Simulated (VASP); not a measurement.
A run of VASP 6.6.1:

Contents of INCAR:

```
PREC = Accurate ; ENCUT = 520
EDIFF = 1E-7 ; ISMEAR = -1
SIGMA = 0.05 ; LREAL = F
LASPH = T ; NELM = 60
ALGO = Normal ; ISIF = 2
LWAVE = F ; LCHARG = F
GGA = B5 ; ALDAX = 1.0
AGGAX = 1.0 ; AGGAC = 1.0
ALDAC = 0.0 ; IVDW = 12
VDW_S6 = 1.0 ; VDW_S8 = 2.6996
VDW_A1 = 0.4298 ; VDW_A2 = 4.2359
NBANDS = 16
```

KPOINTS

```
Automatic mesh
0
Gamma
  8 8 8
```

Contents of POSCAR:

```
GaSb
1.0
    0.0000000000      3.1189956238      3.1189956238
    3.1189956238      0.0000000000      3.1189956238
    3.1189956238      3.1189956238      0.0000000000
Sb Ga
1 1
Direct
    0.7500000000      0.7500000000      0.7500000000
    0.0000000000      0.0000000000      0.0000000000
```

Potentials or basis: VASP PAW PBE potentials, release 64 (Sb, Ga_d).

Run with:

```console
$ cat potpaw_PBE.64/Sb/POTCAR potpaw_PBE.64/Ga_d/POTCAR > POTCAR
$ mpirun -np 1 vasp_std > vasp.out
```

Hardware: 1 thread of AMD EPYC 7R13, on a shared host.

Question: How long does it take, and how much memory?

Answer: Wall time 110 s on 1 thread of AMD EPYC 7R13, on a shared host, peak memory 0.19 GiB. Counts: scf iterations 14, k points 29.
